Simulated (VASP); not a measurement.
# Al (Fm-3m) in VASP: notebook

The runs below take Al through single point, with PBE.

Program: VASP 6.6.1. These are calculated values, not measurements. Logs are shortened: lines on timing, memory, paths and dates and some standing lists are left out, and cuts for length are marked.

## Step 1: The cell of the first run

It takes space group Fm-3m (No. 225, cubic). The conventional cell has a = 3.910 Å, b = 3.910 Å, c = 3.910 Å, α = 90.00°, β = 90.00°, γ = 90.00°. Al (site symmetry m-3m) has 12 Al at 2.76 Å within 3.6 Å.

## Step 2: Single point, PBE

INCAR reads:

```
SYSTEM = Al
  PREC = Accurate
  ENCUT = 520
  EDIFF = 1E-6
  ISMEAR = 1
  SIGMA = 0.1
  LREAL = .FALSE.
  LASPH = .TRUE.
  NELM = 60
  ALGO = Normal
  ISIF = 2
  LWAVE = .FALSE.
  LCHARG = .FALSE.
  GGA = PE
  NBANDS = 8
```

KPOINTS reads:

```
regular mesh
0
G
  12 12 12
  0 0 0
```

POSCAR reads:

```
Al
1.0
    0.0000000000      1.9549325608      1.9549325608
    1.9549325608      0.0000000000      1.9549325608
    1.9549325608      1.9549325608      0.0000000000
Al
1
Direct
    0.0000000000      0.0000000000      0.0000000000
```

Potentials or basis: VASP PAW PBE potentials, release 64 (Al).

Started as:

```
cat potpaw_PBE.64/Al/POTCAR > POTCAR
mpirun -np 1 vasp_std > vasp.out
```

OUTCAR:

```text
SYSTEM = Al
   PREC = Accurate
   ENCUT = 520
   EDIFF = 1E-6
   ISMEAR = 1
   LREAL = .FALSE.
   LASPH = .TRUE.
   NELM = 60
   ISIF = 2
   GGA = PE

 ion  position               nearest neighbor table
   1  0.000  0.000  0.000-

  LATTYP: Found a face centered cubic cell.
 ALAT       =     3.9098651216

  Lattice vectors:

 A1 = (   0.0000000000,   1.9549325608,   1.9549325608)
 A2 = (   1.9549325608,   0.0000000000,   1.9549325608)
 A3 = (   1.9549325608,   1.9549325608,   0.0000000000)

Analysis of symmetry for initial positions (statically):
=====================================================================
 Subroutine PRICEL returns:
 Original cell was already a primitive cell.

 Routine SETGRP: Setting up the symmetry group for a
 face centered cubic supercell.

 Subroutine GETGRP returns: Found 48 space group operations
 (whereof 48 operations were pure point group operations)
 out of a pool of 48 trial point group operations.

The static configuration has the point symmetry O_h .

Analysis of symmetry for dynamics (positions and initial velocities):
=====================================================================
 Subroutine PRICEL returns:
 Original cell was already a primitive cell.

 Routine SETGRP: Setting up the symmetry group for a
 face centered cubic supercell.

 Subroutine GETGRP returns: Found 48 space group operations
 (whereof 48 operations were pure point group operations)
 out of a pool of 48 trial point group operations.

The dynamic configuration has the point symmetry O_h .

 Subroutine INISYM returns: Found 48 space group operations
 (whereof 48 operations are pure point group operations),
 and found     1 'primitive' translations

----------------------------------------------------------------------------------------

                                     Primitive cell

  volume of cell :      14.9426

  direct lattice vectors                    reciprocal lattice vectors
     0.000000000  1.954932561  1.954932561    -0.255763298  0.255763298  0.255763298
     1.954932561  0.000000000  1.954932561     0.255763298 -0.255763298  0.255763298
     1.954932561  1.954932561  0.000000000     0.255763298  0.255763298 -0.255763298

  length of vectors
     2.764692141  2.764692141  2.764692141     0.442995028  0.442995028  0.442995028

  position of ions in fractional coordinates (direct lattice)
     0.000000000  0.000000000  0.000000000

  ion indices of the primitive-cell ions
   primitive index   ion index
                 1           1
[... 70 lines left out ...]
   ENCUT  =  520.0 eV  38.22 Ry    6.18 a.u.   5.14  5.14  5.14*2*pi/ulx,y,z
   NELM   =     60;   NELMIN=  2; NELMDL= -5     # of ELM steps
   EDIFF  = 0.1E-05   stopping-criterion for ELM
   LREAL  =      F    real-space projection
   EDIFFG = 0.1E-04   stopping-criterion for IOM
   NSW    =      0    number of steps for IOM
   IBRION =     -1    ionic relax: 0-MD 1-quasi-New 2-CG
   NFREE  =      0    steps in history (QN), initial steepest desc. (CG)
   ISIF   =      2    stress and relaxation
   ISYM   =      2    0-nonsym 1-usesym 2-fastsym
   POTIM  = 0.5000    time-step for ionic-motion
   TEBEG  =    0.0;   TEEND  =   0.0 temperature during run
   PSTRESS=    0.0 pullay stress
   NELECT =       3.0000    total number of electrons
   NUPDOWN=      -1.0000    fix difference up-down
   EMIN   =  10.00;   EMAX   =-10.00  energy-range for DOS
   EFERMI =   0.00;   METHOD = LEGACY
   ISMEAR =     1;   SIGMA  =   0.10  broadening in eV -4-tet -1-fermi 0-gaus
   EFERMI_NEDOS =   21; number of points for ismear=-14 and -15
   IALGO  =     38    algorithm
   IMIX   =      4    mixing-type and parameters
     AMIX     =   0.40;   BMIX     =  1.00
     AMIX_MAG =   1.60;   BMIX_MAG =  1.00
  volume/ion in A,a.u.               =      14.94       100.84
  Fermi-wavevector in a.u.,A,eV,Ry     =   0.958606  1.811503 12.502740  0.918925
  Thomas-Fermi vector in A             =   2.087728
   LORBIT       =      0    0 simple, 1 ext, 2 COOP (PROOUT), +10 PAW based schemes
   GGA     = PE    functional components
   LHFCALC =     F    Hartree Fock is set to
   AEXX    =    0.0000 exact exchange contribution
   IVDW    =     0    specifies the selected vdW correction
   LEPSILON=     F    determine dielectric tensor
   LRPA    =     F    only Hartree local field effects (RPA)
 non-spin polarized calculation
 Methfessel and Paxton  Order N= 1 SIGMA  =   0.10
  energy-cutoff  :      520.00
  volume of cell :       14.94
 maximum number of plane-waves:       419
 NGX is ok and might be reduce to    24
   NGX = 11   NGY = 11   NGZ = 11

 number of electron       3.0000000 magnetization

 Free energy of the ion-electron system (eV)
  ---------------------------------------------------
  ext. energy  EPLUGINS =         0.00000000
  ---------------------------------------------------
  free energy    TOTEN  =        -3.70828521 eV

  energy without entropy =       -3.70786487  energy(sigma->0) =       -3.70814510

 E-fermi :   8.9583     XC(G=0): -10.5601

 val. band max:        8.8149653072   @ k =   0.5000   0.2500   0.0833
 cond. band min:       8.9635313517   @ k =  -0.3333   0.4167   0.0833
 fundamental gap:      0.1485660444
 Fermi energy:         8.9583326680

 k-point     1 :       0.0000    0.0000    0.0000
  band No.  band energies     occupation
      1      -2.7627      2.00000
      2      22.2590      0.00000
      3      22.2590      0.00000
      4      22.2590      0.00000
      5      24.5359      0.00000
      6      24.5359      0.00000
      7      24.5359      0.00000
      8      26.2789      0.00000
[... 243 lines left out ...]
 k-point    24 :      -0.4167    0.1667    0.0000
  band No.  band energies     occupation
      1       4.2080      2.00000
      2       5.8083      2.00000
      3      14.9366      0.00000
      4      18.4933      0.00000
      5      20.4656      0.00000
      6      25.3677      0.00000
      7      28.3615      0.00000
      8      31.3097      0.00000

 [... further k-points ...]
[... 5 lines left out ...]
  --------------------------------------------------------------------------------------
  -------------------------------------------------------------------------------------
  Total        0.9160069      0.9160069      0.9160069      0.0000000     -0.0000000     -0.0000000
  in kB       98.2163959     98.2163959     98.2163959      0.0000000     -0.0000000     -0.0000000
  external PRESSURE =      98.2163959 kB  Pullay stress =       0.0000000 kB

 VOLUME and BASIS-vectors are now :
 -----------------------------------------------------------------------------
  energy-cutoff  :      520.00
  volume of cell :       14.94
      direct lattice vectors                 reciprocal lattice vectors
     0.000000000  1.954932561  1.954932561    -0.255763298  0.255763298  0.255763298
     1.954932561  0.000000000  1.954932561     0.255763298 -0.255763298  0.255763298
     1.954932561  1.954932561  0.000000000     0.255763298  0.255763298 -0.255763298

 POSITION                                       TOTAL-FORCE (eV/Angst)
 -----------------------------------------------------------------------------------
      0.00000      0.00000      0.00000        -0.000000      0.000000     -0.000000
 -----------------------------------------------------------------------------------
    total drift:                                0.000000      0.000000     -0.000000

  FREE ENERGIE OF THE ION-ELECTRON SYSTEM (eV)
  ---------------------------------------------------
  free  energy   TOTEN  =        -3.7082852078 eV

  energy  without entropy=       -3.7078648741  energy(sigma->0) =       -3.70814510
```

OSZICAR:

```text
N       E                     dE             d eps       ncg     rms          rms(c)
DAV:   1    -0.212990458394E+01   -0.21299E+01   -0.83997E+02  1152   0.202E+02
DAV:   2    -0.372426427103E+01   -0.15944E+01   -0.15172E+01  1616   0.199E+01
DAV:   3    -0.373261209471E+01   -0.83478E-02   -0.83480E-02  1424   0.158E+00
DAV:   4    -0.373263242194E+01   -0.20327E-04   -0.20328E-04  1888   0.700E-02
DAV:   5    -0.373263253967E+01   -0.11773E-06   -0.11721E-06  1432   0.247E-03    0.149E+00
DAV:   6    -0.371852477944E+01    0.14108E-01   -0.11499E-03  1616   0.164E-01    0.864E-01
DAV:   7    -0.370829043968E+01    0.10234E-01   -0.35520E-03  1496   0.268E-01    0.166E-01
DAV:   8    -0.370828708062E+01    0.33591E-05   -0.11943E-05  1656   0.245E-02    0.271E-02
DAV:   9    -0.370828536352E+01    0.17171E-05   -0.62993E-07  1672   0.386E-03    0.603E-04
DAV:  10    -0.370828520784E+01    0.15568E-06   -0.27339E-09  1056   0.398E-04
   1 F= -.37082852E+01 E0= -.37081451E+01  d E =-.420334E-03
```

stdout:

```text
POSCAR found type information on POSCAR Al
 POSCAR found :  1 types and       1 ions
 scaLAPACK will be used
 LDA part: xc-table for (Slater+PW92), standard interpolation
 POSCAR, INCAR and KPOINTS ok, starting setup
 FFT: planning ... GRIDC
 FFT: planning ... GRID_SOFT
 FFT: planning ... GRID
 WAVECAR not read
 entering main loop
```

Run time: 5.5 s. Hardware: 1 thread of Intel Xeon Platinum 8259CL at 2.50GHz (Skylake/Cascade Lake), shared host; peak memory 0.13 GiB.

What came out:

- Free energy: -3.7083 eV
- Pressure: 9.8 GPa

## Step 3: Single point, PBE

This run uses another cell than the first one, of 15.36 Å³/atom, 1.028 times its volume.

INCAR reads:

```
SYSTEM = Al
ALGO = Normal
EDIFF = 1E-7
ENCUT = 520
GGA = PE
ISIF = 2
ISMEAR = 1
LASPH = .TRUE.
LCHARG = .FALSE.
LREAL = .FALSE.
LWAVE = .FALSE.
NBANDS = 8
NELM = 80
PREC = Accurate
SIGMA = 0.1
```

KPOINTS reads:

```
k-points
0
G
  12 12 12
  0 0 0
```

POSCAR reads:

```
Al
1.0
    0.0000000000      1.9728687238      1.9728687238
    1.9728687238      0.0000000000      1.9728687238
    1.9728687238      1.9728687238      0.0000000000
Al
1
Direct
    0.0000000000      0.0000000000      0.0000000000
```

Potentials or basis: VASP PAW PBE potentials, release 64 (Al).

Started as:

```
cat potpaw_PBE.64/Al/POTCAR > POTCAR
mpirun -np 1 vasp_std > vasp.out
```

Run time: 6 s. Hardware: 1 thread of Intel Xeon Platinum 8259CL at 2.50GHz (Skylake/Cascade Lake), shared host; peak memory 0.13 GiB.

Results (log left out):

| Quantity | Value |
| --- | --- |
| Free energy | -3.7298 eV |
| Pressure | 6.8 GPa |

Levels at points of the mesh, in eV from the Fermi level:
```tsv
k point	band 1	band 2	band 3	band 4	band 5	band 6
(0.00, 0.00, 0.00)	-11.51	13.15	13.15	13.15	15.20	15.20
(0.50, 0.00, 0.00)	-4.76	-4.35	11.92	11.92	12.33	12.33
(0.50, 0.50, 0.00)	-2.97	-1.50	5.40	6.07	6.07	9.91
```

## Step 4: Single point, PBE

This run uses another cell than the first one, of 15.77 Å³/atom, 1.056 times its volume.

INCAR reads:

```
PREC = Accurate
ENCUT = 520
EDIFF = 1E-6
ISMEAR = 1
SIGMA = 0.1
LREAL = F
LASPH = T
NELM = 60
ALGO = Normal
ISIF = 2
LWAVE = F
LCHARG = F
GGA = PE
NBANDS = 8
```

KPOINTS reads:

```
Automatic mesh
0
Gamma
  12 12 12
```

POSCAR reads:

```
Al
1.0
    0.0000000000      1.9904845553      1.9904845553
    1.9904845553      0.0000000000      1.9904845553
    1.9904845553      1.9904845553      0.0000000000
Al
1
Direct
    0.0000000000      0.0000000000      0.0000000000
```

Started as:

```
cat potpaw_PBE.64/Al/POTCAR > POTCAR
mpirun -np 1 vasp_std > vasp.out
```

It took 5 s on 1 thread of Intel Xeon Platinum 8259CL at 2.50GHz (Skylake/Cascade Lake), shared host; peak memory 0.13 GiB.

The run converged. Its results:

| Quantity | Value |
| --- | --- |
| Free energy | -3.7441 eV |
| Pressure | 4.2 GPa |

Levels at points of the mesh, in eV from the Fermi level:
| k point | band 1 | band 2 | band 3 | band 4 | band 5 |
| --- | --- | --- | --- | --- | --- |
| (0.00, 0.00, 0.00) | -11.31 | 13.01 | 13.01 | 13.01 | 14.85 |
| (0.50, 0.00, 0.00) | -4.64 | -4.30 | 11.81 | 11.81 | 12.04 |
| (0.50, 0.50, 0.00) | -2.90 | -1.48 | 5.41 | 5.95 | 5.95 |

## Step 5: Single point, PBE

This run uses another cell than the first one, of 16.19 Å³/atom, 1.083 times its volume.

INCAR reads:

```
ALGO = Normal ; EDIFF = 1E-6
ENCUT = 520 ; GGA = PE
ISIF = 2 ; ISMEAR = 1
LASPH = True ; LCHARG = False
LREAL = False ; LWAVE = False
NBANDS = 8 ; NELM = 80
PREC = Accurate ; SIGMA = 0.1
```

KPOINTS reads:

```
k-points
0
Gamma
  12 12 12
```

POSCAR reads:

```
Al
1.0
    0.0000000000      2.0077939854      2.0077939854
    2.0077939854      0.0000000000      2.0077939854
    2.0077939854      2.0077939854      0.0000000000
Al
1
Direct
    0.0000000000      0.0000000000      0.0000000000
```

Started as:

```
cat potpaw_PBE.64/Al/POTCAR > POTCAR
mpirun -np 1 vasp_std > vasp.out
```

Run time: 5.2 s. Hardware: 1 thread of Intel Xeon Platinum 8259CL at 2.50GHz (Skylake/Cascade Lake), shared host; peak memory 0.13 GiB.

It converged, with:

```yaml
Free_energy: -3.7517 eV
Pressure: 1.8 GPa
```

Levels at points of the mesh, in eV from the Fermi level:
| k point | band 1 | band 2 | band 3 | band 4 | band 5 | band 6 |
| --- | --- | --- | --- | --- | --- | --- |
| (0.00, 0.00, 0.00) | -11.13 | 12.87 | 12.87 | 12.87 | 14.51 | 14.51 |
| (0.50, 0.00, 0.00) | -4.53 | -4.26 | 11.69 | 11.69 | 11.76 | 11.76 |
| (0.50, 0.50, 0.00) | -2.83 | -1.46 | 5.40 | 5.83 | 5.83 | 9.39 |

## Step 6: The runs side by side

| cell | gap on the mesh (eV) | pressure (GPa) |
| --- | --- | --- |
| a = 2.765 Å, angles 60.0°, 1 atom | none | 9.8 |
| a = 2.790 Å, angles 60.0°, 1 atom | none | 6.8 |
| a = 2.815 Å, angles 60.0°, 1 atom | none | 4.2 |
| a = 2.839 Å, angles 60.0°, 1 atom | none | 1.8 |

Alike in all rows: task single point; level PBE; potentials or basis VASP PAW PBE potentials, release 64 (Al); no spin polarisation; k mesh 12 × 12 × 12; cutoff (eV) 520; smearing methfessel-paxton 0.1 eV.

Absolute energies hang on the potentials; compare differences alone.
